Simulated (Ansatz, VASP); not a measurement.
ZnS in VASP and in Ansatz

```
Zn S
1.0
     3.81100   -0.03811   -0.03811
    -1.93850    3.31948   -0.01395
    -0.06234   -0.06234    6.23400
Zn S
2 2
Direct
  0.33333 0.66667 0.00000
  0.66667 0.33333 0.50000
  0.33333 0.66667 0.38500
  0.66667 0.33333 0.88500
```

Change from the starting cell: equal xy, yz and zx shear strains of -2 %, crystal datasets.

Alike in both runs: task electric field gradients; functional PBEsol; k mesh 8 × 8 × 5; occupations fermi-dirac, width 0.03 eV; no spin polarisation.

|  | VASP | Ansatz |
| --- | --- | --- |
| version | VASP 6.6.1 | Ansatz 0.2.0 |
| potentials or method | VASP PAW PBE potentials, release 64 (Zn, S), cutoff 520 eV | all-electron PAW with datasets made for the crystal, scalar-relativistic |

VASP gave:

* gap on the k mesh at the Fermi level (eV): 2.04
* pressure (GPa): -1.0
* traceless stress, the component that is largest in VASP (GPa): -1.26
* rms of the force components (eV/Å): 0.206
* size of Vzz on the site where it differs most (V/Å²): 19.8

Q: Which values does Ansatz return?

A: gap on the k mesh at the Fermi level (eV): 2.04; pressure (GPa): -1.2; traceless stress, the component that is largest in VASP (GPa): -1.24; rms of the force components (eV/Å): 0.204; size of Vzz on the site where it differs most (V/Å²): 18.4.

VASP's potentials were made for PBE, not for PBEsol. Atom by atom the forces differ by 0.002 eV/Å (rms over components). Ansatz ran all-electron here, and VASP with PAW potentials.
